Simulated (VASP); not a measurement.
Wanted: the native input for a VASP 6.6.1 run.

| Quantity | Value |
| --- | --- |
| Task | single point |
| Functional | PBEsol |
| Potentials or basis | VASP PAW PBE potentials, release 64 (Al, Ru_pv) |
| Cutoff | 520 eV |
| k mesh | 18 × 18 × 18 |
| Occupations | gaussian, width 0.1 eV |
| Spin | no spin polarisation |
| Dipole correction | no |
| Further INCAR settings | ALGO = Fast; EDIFF = 1e-07; NBANDS = 17 |

The structure of Al2Ru lies in POSCAR:

```
Al2Ru
1.0
   -1.5891795968      1.5891795968      4.3055554492
    1.5891795968     -1.5891795968      4.3055554492
    1.5891795968      1.5891795968     -4.3055554492
Al Ru
2 1
Direct
    0.6576274864      0.6576274864      0.0000000000
    0.3423725136      0.3423725136      0.0000000000
    0.0000000000      0.0000000000      0.0000000000
```

This cell differs from its parent crystal: volume scaled by 1.06, then relaxed in part.

These files were run (other wordings do the same):

INCAR

```
PREC     = Accurate       # precision mode
ENCUT    = 520            # plane-wave cutoff, eV
EDIFF    = 1E-7           # SCF threshold, eV
ISMEAR   = 0              # smearing method
SIGMA    = 0.1            # smearing width, eV
LREAL    = F              # projectors in reciprocal space
LASPH    = T              # aspherical terms in the spheres
NELM     = 100            # most SCF steps
ALGO     = Fast           # electronic algorithm
ISIF     = 2              # what is computed and relaxed
LWAVE    = F              # write WAVECAR
LCHARG   = T              # write CHGCAR
GGA      = PS             # functional
LELF     = T              # ELF
LVHAR    = T            
NBANDS   = 17             # bands
```

KPOINTS

```
regular mesh
0
Gamma
  18 18 18
```

Potentials or basis: VASP PAW PBE potentials, release 64 (Al, Ru_pv).

Launch:

```bash
$ cat potpaw_PBE.64/Al/POTCAR potpaw_PBE.64/Ru_pv/POTCAR > POTCAR
$ mpirun -np 1 vasp_std > vasp.out
```

It gave:

| Quantity | Value |
| --- | --- |
| Pressure | -9.1 GPa |
| Band gap on the k mesh | zero (band 10 reaches 10.00 eV, above the bottom of band 11 at 9.80 eV) |

Caveat: the PAW data sets were made with another functional, which shifts forces and pressure a little.

Wall time 14 min on 1 thread of Oxide Virtual Turin-like Processor, with other jobs on the host, peak memory 0.44 GiB.
